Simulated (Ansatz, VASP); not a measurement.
Ca3Si2N in VASP and in Ansatz

```
CELL_PARAMETERS angstrom
4.82084 0.00000 0.00000
-2.41042 4.17497 0.00000
0.00000 0.00000 6.36562
ATOMIC_POSITIONS crystal
Ca 0.00000 0.00000 0.50000
Ca 0.33333 0.66667 0.00000
Ca 0.33333 0.66667 0.50000
Si 0.66667 0.33333 0.30956
Si 0.66667 0.33333 0.69044
N 0.00000 0.00000 0.00000
```

Change from the starting cell: species swapped into the La2Al3Ge type (P-6m2, No. 187).

Alike in both runs: functional PBE; k mesh 12 × 12 × 6; occupations gaussian, width 0.1 eV; no spin polarisation.

Ansatz relaxed the structure, and its values are those at the end. VASP's run is a single point on that final structure, the one shown.

```csv
,VASP,Ansatz
version,VASP 6.6.1,Ansatz 0.2.0
potentials or method,"VASP PAW PBE potentials, release 64 (Ca_sv, Si, N), cutoff 520 eV","scalar-relativistic, plane waves, PAW"
valence electrons in the cell,43,43
```

|  | VASP | Ansatz | Ansatz less VASP |
| --- | --- | --- | --- |
| gap on the k mesh at the Fermi level (eV) | none | none | - |
| pressure (GPa) | 0.1 | 0.0 | -0.13 |

A gap of «none» marks a metal or a gap that the smearing closes.
